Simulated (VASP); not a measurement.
# Pb (P6_3/mmc) in VASP: relaxation of cell and atoms with PBE+D3(BJ)

Aim: the relaxation of cell and atoms of Pb with PBE+D3(BJ).

Program: VASP 6.6.1. These are calculated values, not measurements. Logs are shortened: lines on timing, memory, paths and dates and some standing lists are left out, and cuts for length are marked.

### 1 The cell of the first run

Symmetry: P6_3/mmc, No. 194, hexagonal system. Conventional cell: a = 3.524 Å, b = 3.524 Å, c = 11.495 Å, α = 90.00°, β = 90.00°, γ = 120.00°. Within 4.6 Å of Pb (site symmetry -3m) lie 12 Pb at 3.52 Å. Pb (site symmetry -6m2) has 12 Pb at 3.52 Å within 4.6 Å.

This isn't the form of Pb at room conditions, which is fcc.

### 2 Relaxation of cell and atoms, PBE+D3(BJ)

File INCAR:

```
PREC = Accurate
ENCUT = 600
EDIFF = 1E-6
ISMEAR = 0
SIGMA = 0.1
LREAL = F
LASPH = T
NELM = 100
ALGO = Normal
ISIF = 3
LWAVE = F
LCHARG = F
GGA = PE
IVDW = 12
IBRION = 2
NSW = 100
EDIFFG = -0.005
```

File KPOINTS:

```
regular mesh
0
Gamma
  15 15 4
```

File POSCAR:

```
Pb
1.0
    3.5243661423      0.0000000000      0.0000000000
   -1.7621830711      3.0521906115      0.0000000000
    0.0000000000      0.0000000000     11.4952418100
Pb
4
Direct
    0.0000000000      0.0000000000      0.0000000000
    0.3333333300      0.6666666700      0.2500000000
    0.0000000000      0.0000000000      0.5000000000
    0.6666666700      0.3333333300      0.7500000000
```

Potentials or basis: VASP PAW PBE potentials, release 64 (Pb_d).

The run is started by

```bash
$ cat potpaw_PBE.64/Pb_d/POTCAR > POTCAR
$ mpirun -np 1 vasp_std > vasp.out
```

OUTCAR:

```text
PREC = Accurate
   ENCUT = 600
   EDIFF = 1E-6
   ISMEAR = 0
   LREAL = F
   LASPH = T
   NELM = 100
   ISIF = 3
   GGA = PE
   IVDW = 12
   IBRION = 2
   NSW = 100
   EDIFFG = -0.005
 IVDW          = 12

 ion  position               nearest neighbor table
   1  0.000  0.000  0.000-   2 3.52   4 3.52   4 3.52   2 3.52   4 3.52   2 3.52
   2  0.333  0.667  0.250-   1 3.52   3 3.52   1 3.52   3 3.52   1 3.52   3 3.52
   3  0.000  0.000  0.500-   2 3.52   4 3.52   4 3.52   2 3.52   4 3.52   2 3.52
   4  0.667  0.333  0.750-   1 3.52   3 3.52   1 3.52   3 3.52   1 3.52   3 3.52

  LATTYP: Found a hexagonal cell.
 ALAT       =     3.5243661423
 C/A-ratio  =     3.2616480087

  Lattice vectors:

 A1 = (   3.5243661423,   0.0000000000,   0.0000000000)
 A2 = (  -1.7621830711,   3.0521906115,   0.0000000000)
 A3 = (   0.0000000000,   0.0000000000,  11.4952418100)

Analysis of symmetry for initial positions (statically):
=====================================================================
 Subroutine PRICEL returns:
 Original cell was already a primitive cell.

 Routine SETGRP: Setting up the symmetry group for a
 hexagonal supercell.

 Subroutine GETGRP returns: Found 24 space group operations
 (whereof 12 operations were pure point group operations)
 out of a pool of 24 trial point group operations.

The static configuration has the point symmetry D_3d.
 The point group associated with its full space group is D_6h.

Analysis of symmetry for dynamics (positions and initial velocities):
=====================================================================
 Subroutine PRICEL returns:
 Original cell was already a primitive cell.

 Routine SETGRP: Setting up the symmetry group for a
 hexagonal supercell.

 Subroutine GETGRP returns: Found 24 space group operations
 (whereof 12 operations were pure point group operations)
 out of a pool of 24 trial point group operations.

The dynamic configuration has the point symmetry D_3d.
 The point group associated with its full space group is D_6h.

 Subroutine INISYM returns: Found 24 space group operations
 (whereof 12 operations are pure point group operations),
 and found     1 'primitive' translations

----------------------------------------------------------------------------------------

                                     Primitive cell

  volume of cell :     123.6547

  direct lattice vectors                    reciprocal lattice vectors
     3.524366142  0.000000000  0.000000000     0.283738965  0.163816768  0.000000000
    -1.762183071  3.052190611  0.000000000     0.000000000  0.327633535  0.000000000
     0.000000000  0.000000000 11.495241810     0.000000000  0.000000000  0.086992515

  length of vectors
     3.524366142  3.524366142 11.495241810     0.327633535  0.327633535  0.086992515

  position of ions in fractional coordinates (direct lattice)
     0.000000000  0.000000000  0.000000000
     0.333333330  0.666666670  0.250000000
     0.000000000  0.000000000  0.500000000
     0.666666670  0.333333330  0.750000000

  ion indices of the primitive-cell ions
   primitive index   ion index
                 1           1
                 2           2
                 3           3
                 4           4

----------------------------------------------------------------------------------------

 KPOINTS: regular mesh

Automatic generation of k-mesh.
 Grid dimensions read from file:
 generate k-points for:   15   15    4

 Generating k-lattice:

  Cartesian coordinates                     Fractional coordinates (reciprocal lattice)
     0.018915931  0.010921118  0.000000000     0.066666667  0.000000000  0.000000000
     0.000000000  0.021842236  0.000000000     0.000000000  0.066666667  0.000000000
     0.000000000  0.000000000  0.021748129     0.000000000  0.000000000  0.250000000

  Length of vectors
     0.021842236  0.021842236  0.021748129

  Shift w.r.t. Gamma in fractional coordinates (k-lattice)
     0.000000000  0.000000000  0.000000000

 Subroutine IBZKPT returns following result:
 ===========================================

 Found     81 irreducible k-points:

 Following reciprocal coordinates:
            Coordinates               Weight
  0.000000  0.000000  0.000000      1.000000
  0.066667  0.000000  0.000000      6.000000
  0.133333 -0.000000  0.000000      6.000000
  0.200000 -0.000000  0.000000      6.000000
  0.266667 -0.000000  0.000000      6.000000
  0.333333 -0.000000  0.000000      6.000000
[... 16 lines left out ...]
  0.333333  0.200000  0.000000     12.000000
  0.400000  0.200000  0.000000      6.000000
 [... further k-points ...]
   k-points           NKPTS =     81   k-points in BZ     NKDIM =     81   number of bands    NBANDS=     33
   number of dos      NEDOS =    301   number of ions     NIONS =      4
   total plane-waves  NPLWV =  75264
   dimension x,y,z NGX =    28 NGY =   28 NGZ =   96
   dimension x,y,z NGXF=    56 NGYF=   56 NGZF=  192
   ions per type =               4
   NGX,Y,Z   is equivalent  to a cutoff of  13.21, 13.21, 13.88 a.u.
   NGXF,Y,Z  is equivalent  to a cutoff of  26.42, 26.42, 27.77 a.u.
 SYSTEM =  unknown system
   PREC   = accura    normal or accurate (medium, high low for compatibility)
   ISTART =      0    job   : 0-new  1-cont  2-samecut
   ICHARG =      2    charge: 1-file 2-atom 10-const
   ISPIN  =      1    spin polarized calculation?
   LNONCOLLINEAR =      F non collinear calculations
   LSORBIT =      F    spin-orbit coupling
   LASPH  =      T    aspherical Exc in radial PAW
   ENCUT  =  600.0 eV  44.10 Ry    6.64 a.u.   7.04  7.04 22.96*2*pi/ulx,y,z
   NELM   =    100;   NELMIN=  2; NELMDL= -5     # of ELM steps
   EDIFF  = 0.1E-05   stopping-criterion for ELM
   LREAL  =      F    real-space projection
   EDIFFG = -.5E-02   stopping-criterion for IOM
   NSW    =    100    number of steps for IOM
   IBRION =      2    ionic relax: 0-MD 1-quasi-New 2-CG
   NFREE  =      1    steps in history (QN), initial steepest desc. (CG)
   ISIF   =      3    stress and relaxation
   ISYM   =      2    0-nonsym 1-usesym 2-fastsym
   POTIM  = 0.5000    time-step for ionic-motion
   TEBEG  =    0.0;   TEEND  =   0.0 temperature during run
   PSTRESS=    0.0 pullay stress
   NELECT =      56.0000    total number of electrons
   NUPDOWN=      -1.0000    fix difference up-down
   EMIN   =  10.00;   EMAX   =-10.00  energy-range for DOS
   EFERMI =   0.00;   METHOD = LEGACY
   ISMEAR =     0;   SIGMA  =   0.10  broadening in eV -4-tet -1-fermi 0-gaus
   EFERMI_NEDOS =   21; number of points for ismear=-14 and -15
   IALGO  =     38    algorithm
   IMIX   =      4    mixing-type and parameters
     AMIX     =   0.40;   BMIX     =  1.00
     AMIX_MAG =   1.60;   BMIX_MAG =  1.00
  volume/ion in A,a.u.               =      30.91       208.62
  Fermi-wavevector in a.u.,A,eV,Ry     =   1.257189  2.375743 21.504338  1.580524
  Thomas-Fermi vector in A             =   2.390860
   LORBIT       =      0    0 simple, 1 ext, 2 COOP (PROOUT), +10 PAW based schemes
   GGA     = PE    functional components
   LHFCALC =     F    Hartree Fock is set to
   AEXX    =    0.0000 exact exchange contribution
   IVDW    =    12    specifies the selected vdW correction
   LEPSILON=     F    determine dielectric tensor
   LRPA    =     F    only Hartree local field effects (RPA)
 conjugate gradient relaxation of ions
 non-spin polarized calculation
 Gauss-broadening in eV      SIGMA  =   0.10
  energy-cutoff  :      600.00
  volume of cell :      123.65
 maximum number of plane-waves:      4153
   NGX = 15   NGY = 15   NGZ = 45

--------------------------------------- Ionic step        1  -------------------------------------------

 number of electron      56.0000010 magnetization

 Free energy of the ion-electron system (eV)
  ---------------------------------------------------
  ext. energy  EPLUGINS =         0.00000000
  ---------------------------------------------------
  free energy    TOTEN  =       -14.22712852 eV

  energy without entropy =      -14.21818208  energy(sigma->0) =      -14.22265530

------------------------ aborting loop because EDIFF is reached ----------------------------------------

 Edisp (eV)   -1.60665

 E8    (eV) :    -0.8143

  FORCE on cell =-STRESS in cart. coord.  units (eV):
  Direction    XX          YY          ZZ          XY          YZ          ZX
  --------------------------------------------------------------------------------------
  -------------------------------------------------------------------------------------
  Total      -0.62020    -0.62020    -0.42319    -0.00000    -0.00000    -0.00000
  in kB      -8.03590    -8.03590    -5.48323    -0.00000    -0.00000    -0.00000
  external pressure =       -7.19 kB  Pullay stress =        0.00 kB

 VOLUME and BASIS-vectors are now :
 -----------------------------------------------------------------------------
  energy-cutoff  :      600.00
  volume of cell :      123.65
      direct lattice vectors                 reciprocal lattice vectors
     3.524366142  0.000000000  0.000000000     0.283738965  0.163816768  0.000000000
    -1.762183071  3.052190611  0.000000000     0.000000000  0.327633535  0.000000000
     0.000000000  0.000000000 11.495241810     0.000000000  0.000000000  0.086992515
[... 169 lines left out ...]
 POSITION                                       TOTAL-FORCE (eV/Angst)
 -----------------------------------------------------------------------------------
     -0.00000      0.00000      0.00000        -0.000000      0.000000      0.000000
     -0.00000      2.02009      2.86857         0.000000     -0.000000     -0.000000
     -0.00000      0.00000      5.73714        -0.000000      0.000000      0.000000
      1.74945      1.01004      8.60571        -0.000000     -0.000000      0.000000
 -----------------------------------------------------------------------------------
    total drift:                               -0.000000      0.000000      0.000000

  FREE ENERGIE OF THE ION-ELECTRON SYSTEM (eV)
  ---------------------------------------------------
  free  energy   TOTEN  =       -15.8386403480 eV

  energy  without entropy=      -15.8303451595  energy(sigma->0) =      -15.83449275

--------------------------------------- Ionic step        6  -------------------------------------------

 number of electron      56.0000007 magnetization

 Free energy of the ion-electron system (eV)
  ---------------------------------------------------
  ext. energy  EPLUGINS =         0.00000000
  ---------------------------------------------------
  free energy    TOTEN  =       -14.20504810 eV

  energy without entropy =      -14.19671890  energy(sigma->0) =      -14.20088350

 E-fermi :   7.2489     XC(G=0): -10.1719

 val. band max:        7.2229050559   @ k =   0.3333   0.2667   0.5000
 cond. band min:       7.2506638946   @ k =   0.2667   0.0667   0.2500
 fundamental gap:      0.0277588387
 Fermi energy:         7.2489105023

 k-point     1 :       0.0000    0.0000    0.0000
  band No.  band energies     occupation
      1      -9.8579      2.00000
      2      -9.8453      2.00000
      3      -9.8278      2.00000
      4      -9.8278      2.00000
      5      -9.8254      2.00000
      6      -9.8253      2.00000
[... 853 lines left out ...]
     32       7.7504      0.00000
     33       9.1468      0.00000

 [... further k-points ...]

------------------------ aborting loop because EDIFF is reached ----------------------------------------

 Edisp (eV)   -1.63360

 E8    (eV) :    -0.8279

  FORCE on cell =-STRESS in cart. coord.  units (eV):
  Direction    XX          YY          ZZ          XY          YZ          ZX
  --------------------------------------------------------------------------------------
  -------------------------------------------------------------------------------------
  Total       0.00780     0.00780    -0.01907     0.00000    -0.00000    -0.00000
  in kB       0.10268     0.10268    -0.25122     0.00000    -0.00000    -0.00000
  external pressure =       -0.02 kB  Pullay stress =        0.00 kB

 VOLUME and BASIS-vectors are now :
 -----------------------------------------------------------------------------
  energy-cutoff  :      600.00
  volume of cell :      121.65
      direct lattice vectors                 reciprocal lattice vectors
     3.499333251 -0.000000000  0.000000000     0.285768725  0.164988650  0.000000000
    -1.749666625  3.030511492 -0.000000000     0.000000000  0.329977300 -0.000000000
    -0.000000000  0.000000000 11.471099187    -0.000000000  0.000000000  0.087175604

 POSITION                                       TOTAL-FORCE (eV/Angst)
 -----------------------------------------------------------------------------------
      0.00000      0.00000      0.00000        -0.000000     -0.000000     -0.000000
     -0.00000      2.02034      2.86777         0.000000      0.000000      0.000000
     -0.00000      0.00000      5.73555        -0.000000      0.000000     -0.000000
      1.74967      1.01017      8.60332        -0.000000     -0.000000     -0.000000
 -----------------------------------------------------------------------------------
    total drift:                               -0.000000      0.000000      0.000000

  FREE ENERGIE OF THE ION-ELECTRON SYSTEM (eV)
  ---------------------------------------------------
  free  energy   TOTEN  =       -15.8386484186 eV

  energy  without entropy=      -15.8303192121  energy(sigma->0) =      -15.83448382

 reached required accuracy - stopping structural energy minimisation
```

Wall time 8 min (1 thread of Intel Xeon 6975P-C (Granite Rapids), shared host); peak memory 0.47 GiB.

What came out:

```yaml
Free_energy: -15.8386 eV
Relaxed_volume: 30.41 Å³/atom
Relaxed_cell: a = 3.499 Å, b = 3.499 Å, c = 11.471 Å, α = 90.00°, β = 90.00°, γ = 120.00°
Space_group_after_relaxing_to_0.1_Å: P6_3/mmc (No. 194)
Energy_gained_by_relaxing: 1.2 meV/atom
Ionic_steps: 6
Pressure_after_relaxing: 0.0 GPa
Band_gap_on_the_k_mesh: zero (bands 28 and 29 overlap by 7.73 eV)
Dispersion_energy_per_atom: -0.408 eV
```

Step by step:
```tsv
step	energy change (eV)	largest force (eV/Å)	pressure (GPa)	volume (Å³)
1	0.0000	0.0000	-0.72	123.65
2	-0.0045	0.0000	0.18	121.19
3	-0.0048	0.0000	0.02	121.62
4	-0.0049	0.0000	-0.01	121.64
5	-0.0049	0.0000	-0.01	121.65
6	-0.0049	0.0000	0.00	121.65
```

Final structure:
```
Pb
1.0
     3.49933    0.00000    0.00000
    -1.74967    3.03051    0.00000
     0.00000    0.00000   11.47110
Pb
4
Direct
  0.00000 0.00000 0.00000
  0.33333 0.66667 0.25000
  0.00000 0.00000 0.50000
  0.66667 0.33333 0.75000
```

Levels at points of the mesh, in eV from the Fermi level:
| k point | band 24 | band 25 | band 26 | band 27 | band 28 | band 29 | band 30 | band 31 | band 32 | band 33 |
| --- | --- | --- | --- | --- | --- | --- | --- | --- | --- | --- |
| (0.00, 0.00, 0.00) | -8.16 | -4.20 | 0.70 | 0.70 | 5.60 | 5.60 | 6.38 | 6.38 | 6.44 | 6.44 |
| (0.00, 0.00, 0.50) | -9.17 | -2.55 | -2.55 | 4.54 | 4.54 | 5.82 | 5.82 | 5.82 | 5.82 | 7.08 |

Caveat: spin-orbit coupling is left out, which moves the levels of the heavy elements.

The gap in the log of VASP goes by the Fermi energy; the results here count the filled bands.